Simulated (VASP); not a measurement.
## Ti: single point with r2SCAN

The system is Ti.

```
Ti
1.0
     4.60510    0.00000    0.00000
    -2.30255    3.98813    0.00000
     0.00000    0.00000    2.80119
Ti
3
Cartesian
  2.3026 3.9881 0.0000
  0.0000 2.6588 1.4006
  2.3026 1.3294 1.4006
```

This isn't the form of Ti at room conditions, which is hcp.

```
Program             : VASP 6.6.1
Task                : single point
Functional          : r2SCAN
Potentials or basis : VASP PAW PBE potentials, release 64 (Ti_sv)
Cutoff              : 520 eV
k mesh              : 8 × 8 × 11
Occupations         : fermi-dirac, width 0.05 eV
Spin                : collinear spin
Starting moments    : [1.0, 1.0, 1.0] μB
```

* Pressure: -0.5 GPa
* Band gap on the k mesh: zero (filled and empty bands overlap)
* Net moment: 0.00 μB per cell
* Valence electrons inside the program's atomic spheres: Ti 10.15, 10.28 (each value once)

Stress tensor (GPa, compression positive):
```
-1.62  0.00  0.00
 0.00 -1.62  0.00
 0.00  0.00  1.73
```

Levels at points of the mesh, in eV from the Fermi level:
Spin up:
| k point | band 14 | band 15 | band 16 | band 17 | band 18 | band 19 | band 20 | band 21 | band 22 | band 23 |
| --- | --- | --- | --- | --- | --- | --- | --- | --- | --- | --- |
| (0.00, 0.00, 0.00) | -1.98 | -0.81 | -0.81 | -0.78 | -0.78 | -0.08 | 0.73 | 1.42 | 1.42 | 2.06 |
| (0.50, 0.00, 0.00) | -3.88 | -2.74 | -0.41 | -0.38 | -0.37 | 0.07 | 0.56 | 0.84 | 1.30 | 2.16 |
Spin down:
```tsv
k point	band 14	band 15	band 16	band 17	band 18	band 19	band 20	band 21	band 22	band 23
(0.00, 0.00, 0.00)	-1.98	-0.81	-0.81	-0.79	-0.79	-0.05	0.73	1.43	1.43	2.05
(0.50, 0.00, 0.00)	-3.88	-2.74	-0.40	-0.37	-0.35	0.06	0.56	0.84	1.30	2.15
```

It took 10 min on 1 thread of Intel Xeon 8259CL, on a shared host, peak memory 0.29 GiB.

Caveat: the PAW data sets were made with another functional, which shifts forces and pressure a little.
